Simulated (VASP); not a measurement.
Wanted: the native input for a VASP 6.6.1 run.

| Item | Value |
| --- | --- |
| Task | single point |
| Functional | LDA |
| Potentials or basis | VASP PAW LDA potentials, release 64 (Ba_sv, S) |
| Cutoff | 520 eV |
| k mesh | 11 × 11 × 11 |
| Occupations | fermi-dirac, width 0.1 eV |
| Spin | no spin polarisation |
| Dipole correction | no |
| Further INCAR settings | ALGO = Normal; EDIFF = 1e-07; NBANDS = 15 |

The structure of BaS (rocksalt type) lies in POSCAR:

```
BaS
1.0
    0.0000000000      2.6143733444      2.6143733444
    2.6143733444      0.0000000000      2.6143733444
    2.6143733444      2.6143733444      0.0000000000
Ba S
1 1
Direct
    0.0000000000      0.0000000000      0.0000000000
    0.5000000000      0.5000000000      0.5000000000
```

The input as run:

INCAR

```
SYSTEM = BaS
ALGO     = Normal         ! electronic algorithm
EDIFF    = 1E-7           ! SCF threshold, eV
ENCUT    = 520            ! plane-wave cutoff, eV
GGA      = CA             ! functional
ISIF     = 2              ! what is computed and relaxed
ISMEAR   = -1             ! smearing method
LASPH    = .True.         ! aspherical terms in the spheres
LCHARG   = .True.         ! write CHGCAR
LELF     = .True.         ! ELF
LREAL    = .False.        ! projectors in reciprocal space
LVHAR    = .True.       
LWAVE    = .False.        ! write WAVECAR
NBANDS   = 15             ! bands
NELM     = 80             ! most SCF steps
PREC     = Accurate       ! precision mode
SIGMA    = 0.1            ! smearing width, eV
```

KPOINTS

```
k-points
0
Gamma
  11 11 11
  0 0 0
```

Potentials or basis: VASP PAW LDA potentials, release 64 (Ba_sv, S).

Command:

```console
$ cat potpaw_LDA.64/Ba_sv/POTCAR potpaw_LDA.64/S/POTCAR > POTCAR
$ mpirun -np 1 vasp_std > vasp.out
```

It gave:

```
Pressure               : 87.1 GPa
Band gap on the k mesh : zero (bands 8 and 9 overlap by 0.83 eV)
```

Caveat: the cell stands under pressure; spin-orbit coupling is left out, which moves the levels of the heavy elements.

Run time: 22 s on 1 thread of Intel(R) Xeon(R) Platinum 8259CL CPU @ 2.50GHz (Skylake/Cascade Lake), on a shared host, peak memory 0.16 GiB.
